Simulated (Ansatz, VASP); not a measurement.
One calculation of RbGe6, two programs

INCAR

```
SYSTEM = RbGe6
PREC     = Accurate       ! precision mode
ENCUT    = 520            ! plane-wave cutoff, eV
EDIFF    = 1E-6           ! SCF threshold, eV
ISMEAR   = 0              ! smearing method
SIGMA    = 0.2            ! smearing width, eV
LREAL    = .FALSE.        ! projectors in reciprocal space
LASPH    = .TRUE.         ! aspherical terms in the spheres
NELM     = 60             ! most SCF steps
ALGO     = Normal         ! electronic algorithm
ISIF     = 2              ! what is computed and relaxed
LWAVE    = .FALSE.        ! write WAVECAR
LCHARG   = .TRUE.         ! write CHGCAR
GGA      = PE             ! functional
LELF     = .TRUE.         ! ELF
LVHAR    = .TRUE.       
NBANDS   = 56             ! bands
```

File KPOINTS:

```
regular mesh
0
G
  4 4 4
  0 0 0
```

POSCAR

```
RbGe6
1.0
   -3.5988839167      3.5988839167      3.5988839167
    3.5988839167     -3.5988839167      3.5988839167
    3.5988839167      3.5988839167     -3.5988839167
Rb Ge
1 6
Direct
    1.0000000000      0.0000000000      0.0000000000
    0.5000000000      0.7500000000      0.2500000000
    0.7500000000      0.2500000000      0.5000000000
    0.7500000000      0.5000000000      0.2500000000
    0.5000000000      0.2500000000      0.7500000000
    0.2500000000      0.7500000000      0.5000000000
    0.2500000000      0.5000000000      0.7500000000
```

Input for Ansatz:

```yaml
crystal:
  lattice:
    - [-3.5988839167, 3.5988839167, 3.5988839167]
    - [3.5988839167, -3.5988839167, 3.5988839167]
    - [3.5988839167, 3.5988839167, -3.5988839167]
  atoms:
    - { symbol: Rb, position: [1.0, 0.0, 0.0] }
    - { symbol: Ge, position: [0.5, 0.75, 0.25] }
    - { symbol: Ge, position: [0.75, 0.25, 0.5] }
    - { symbol: Ge, position: [0.75, 0.5, 0.25] }
    - { symbol: Ge, position: [0.5, 0.25, 0.75] }
    - { symbol: Ge, position: [0.25, 0.75, 0.5] }
    - { symbol: Ge, position: [0.25, 0.5, 0.75] }
basis:
  ecutwfc: 420
kpoints:
  mp_grid: { grid: [4, 4, 4] }
hamiltonian:
  xc: pbe
scf:
  occupations: { method: gaussian, width: 0.2 }
  lower_state_search: "off"
output:
  forces: true
  stress: true
  eigenvalues: true
```

Alike in both runs: task single point; functional PBE; k mesh 4 × 4 × 4; occupations gaussian, width 0.2 eV; no spin polarisation.

|  | VASP | Ansatz |
| --- | --- | --- |
| version | VASP 6.6.1 | Ansatz 0.2.0 |
| potentials or method | VASP PAW PBE potentials, release 64 (Rb_sv, Ge_d), cutoff 520 eV | scalar-relativistic, plane waves, PAW |
| valence electrons in the cell | 93 | 93 |

|  | VASP | Ansatz | Ansatz less VASP |
| --- | --- | --- | --- |
| gap on the k mesh at the Fermi level (eV) | none | none | - |
| pressure (GPa) | 0.2 | 0.2 | 0.00 |

A gap of «none» marks a metal or a gap that the smearing closes. The functional is the same, so the differences come from potentials, cutoffs and numerics.
